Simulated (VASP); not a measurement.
The system is Dy3C.

```
Dy C
1.0
    -0.00901   -3.57418   -0.00423
     7.04023    0.01802    0.03157
    -1.72347    1.79118    7.43844
Dy C
6 2
Direct
  0.16845 0.07801 0.32497
  0.16116 0.58246 0.32301
  0.82368 0.41997 0.67777
  0.86020 0.90380 0.67194
  0.50075 0.25214 0.99804
  0.48444 0.75925 0.99954
  0.99603 0.49866 0.99657
  0.00530 0.00571 0.00815
```

* Program: VASP 6.6.1
* Task: relaxation of cell and atoms
* Functional: PBE
* Potentials or basis: VASP PAW PBE potentials, release 64 (Dy_3, C), 4f in core
* Cutoff: 600 eV
* k mesh: 6 × 4 × 6
* Occupations: gaussian, width 0.2 eV
* Spin: no spin polarisation

At the start: pressure 2.8 GPa; volume 23.41 Å³/atom.

Task: Where does the relaxation end?

Result: Over 15 steps the energy falls by 23.3 meV/atom and the volume is 24.25 Å³/atom (+3.6 %); space group P1 (No. 1, to 0.1 Å) before, I4/mmm (No. 139, to 0.1 Å).

Step by step:
| step | energy change (eV) | largest force (eV/Å) | pressure (GPa) | volume (Å³) |
| --- | --- | --- | --- | --- |
| 1 | 0.0000 | 0.6856 | 2.80 | 187.31 |
| 2 | -0.1173 | 0.4361 | -1.54 | 198.61 |
| 3 | -0.1231 | 0.4450 | -0.82 | 196.48 |
| 4 | -0.1593 | 0.3005 | -0.24 | 194.98 |
| 5 | -0.1646 | 0.2309 | 0.12 | 194.16 |
| 6 | -0.1759 | 0.1576 | -0.03 | 194.23 |
| 7 | -0.1797 | 0.0990 | -0.16 | 194.31 |
| 8 | -0.1826 | 0.0827 | 0.13 | 193.46 |
| 9 | -0.1828 | 0.0777 | 0.25 | 193.14 |
| 10 | -0.1846 | 0.0609 | -0.02 | 193.85 |
| 11 | -0.1847 | 0.0590 | -0.08 | 194.00 |
| 12 | -0.1855 | 0.0473 | -0.01 | 193.89 |
| 13 | -0.1856 | 0.0565 | 0.03 | 193.81 |
| 14 | -0.1861 | 0.0289 | -0.03 | 193.96 |
| 15 | -0.1863 | 0.0186 | -0.05 | 194.03 |

Final structure:
```yaml
crystal:
  lattice:
    - [0.00025, -3.62597, 0.00011]
    - [7.25666, -0.00059, -0.00230]
    - [-1.81650, 1.81294, 7.37467]
  atoms:
    - { symbol: Dy, position: [0.16319, 0.08118, 0.32644] }
    - { symbol: Dy, position: [0.16335, 0.58139, 0.32657] }
    - { symbol: Dy, position: [0.83583, 0.41856, 0.67362] }
    - { symbol: Dy, position: [0.83777, 0.91850, 0.67339] }
    - { symbol: Dy, position: [0.50006, 0.24994, 0.00009] }
    - { symbol: Dy, position: [0.50012, 0.74967, 0.99976] }
    - { symbol: C, position: [0.99958, 0.50025, 0.00006] }
    - { symbol: C, position: [0.00010, 0.00051, 0.00007] }
```
